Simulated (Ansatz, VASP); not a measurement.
# C: VASP beside Ansatz

```
C
1.0
     3.88624    0.13334   -0.21047
    -0.13334   -3.23560   -0.01847
     0.21047   -0.01847   -3.50861
C
8
Direct
  0.49922 0.01387 0.01564
  0.07536 0.47352 0.98755
  0.97797 0.00109 0.48870
  0.48500 0.54783 0.52846
  0.76793 0.72028 0.76409
  0.22703 0.25308 0.71611
  0.23358 0.73420 0.22475
  0.73391 0.25614 0.27471
```

Change from the starting cell: all atoms moved at random (sigma 0.1 Å a component), cell strained at random (sigma 0.05).

Alike in both runs: task single point; functional r2SCAN; k mesh 6 × 6 × 6; occupations gaussian, width 0.05 eV; no spin polarisation.

```csv
,VASP,Ansatz
version,VASP 6.6.1,Ansatz 0.2.0
potentials or method,"VASP PAW PBE potentials, release 64 (C), cutoff 520 eV","scalar-relativistic, plane waves, PAW"
valence electrons in the cell,32,32
```

```tsv
	VASP	Ansatz	Ansatz less VASP
gap on the k mesh at the Fermi level (eV)	none	none	-
pressure (GPa)	37.6	36.3	-1.22
traceless stress, the component that is largest in VASP (GPa)	-94.14	-94.21	-0.075
rms of the force components (eV/Å)	4.136	4.130	-0.0057
```

VASP's potentials were made for PBE, not for r2SCAN. Atom by atom the forces differ by 0.034 eV/Å (rms over components). A gap of «none» marks a metal or a gap that the smearing closes. Both programs put the cell under a high pressure, so it lies far from rest at this level. With one functional, cell and mesh, what is left measures potentials, basis and numerics.
